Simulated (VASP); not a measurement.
Crystal: Ge2Sb3O.

```
Ge Sb O
1.0
    -3.05100    3.05100    3.74072
     3.05100   -3.05100    3.74072
     3.05100    3.05100   -3.74072
Ge Sb O
2 3 1
Direct
  0.20231 0.20231 0.00000
  0.79769 0.79769 0.00000
  0.75000 0.25000 0.50000
  0.25000 0.75000 0.50000
  0.50000 0.50000 0.00000
  0.00000 0.00000 0.00000
```

The cell was generated, and may not be a known phase.

| Quantity | Value |
| --- | --- |
| Program | VASP 6.6.1 |
| Task | relaxation of cell and atoms |
| Functional | PBE |
| Potentials or basis | VASP PAW PBE potentials, release 64 (Ge_d, Sb, O) |
| Cutoff | 600 eV |
| k mesh | 4 × 4 × 4 |
| Occupations | gaussian, width 0.1 eV |
| Spin | no spin polarisation |

At the start: pressure 25.4 GPa; volume 23.21 Å³/atom.

Question: Where does the relaxation end?

Answer: Over 19 steps the energy falls by 999.6 meV/atom and the volume is 24.80 Å³/atom (+6.8 %); space group I4/mmm (No. 139, to 0.1 Å) before and after.

Step by step:
| step | energy change (eV) | largest force (eV/Å) | pressure (GPa) | volume (Å³) |
| --- | --- | --- | --- | --- |
| 1 | 0.0000 | 5.9875 | 25.39 | 139.28 |
| 2 | -0.5365 | 0.9863 | -8.75 | 213.48 |
| 3 | -1.9947 | 1.8624 | -8.05 | 197.65 |
| 4 | -2.9418 | 2.6106 | -7.11 | 186.61 |
| 5 | -4.1405 | 4.2059 | -1.18 | 162.94 |
| 6 | -5.2585 | 1.6839 | -3.40 | 162.69 |
| 7 | -5.4503 | 1.1076 | -3.37 | 162.35 |
| 8 | -5.7040 | 0.3207 | -2.86 | 161.27 |
| 9 | -5.4290 | 4.1430 | 0.93 | 157.63 |
| 10 | -5.7750 | 0.5378 | -2.30 | 160.64 |
| 11 | -5.7948 | 1.3605 | -1.71 | 159.88 |
| 12 | -5.8287 | 0.9308 | -1.48 | 151.49 |
| 13 | -5.9504 | 0.0254 | -1.97 | 155.54 |
| 14 | -5.9704 | 0.5147 | 1.40 | 146.65 |
| 15 | -5.9848 | 0.2972 | -0.01 | 150.03 |
| 16 | -5.9927 | 0.0842 | -0.03 | 149.53 |
| 17 | -5.9953 | 0.1012 | -0.02 | 149.06 |
| 18 | -5.9971 | 0.1128 | 0.32 | 148.67 |
| 19 | -5.9978 | 0.0364 | 0.19 | 148.81 |

Final structure:
```cif
data_structure
_symmetry_space_group_name_H-M 'P 1'
_symmetry_Int_Tables_number 1
_cell_length_a 6.4043
_cell_length_b 6.4043
_cell_length_c 6.4043
_cell_angle_alpha 130.404
_cell_angle_beta 130.404
_cell_angle_gamma 72.762
_cell_volume 148.81
loop_
_atom_site_label
_atom_site_type_symbol
_atom_site_fract_x
_atom_site_fract_y
_atom_site_fract_z
_atom_site_occupancy
Ge1 Ge 0.17095 0.17095 0.00000 1
Ge2 Ge 0.82905 0.82905 0.00000 1
Sb1 Sb 0.75000 0.25000 0.50000 1
Sb2 Sb 0.25000 0.75000 0.50000 1
Sb3 Sb 0.50000 0.50000 0.00000 1
O1 O 0.00000 0.00000 0.00000 1
```

Caveat: an odd number of electrons without spin polarisation forces a metal; a magnetic or distorted state may lie lower.
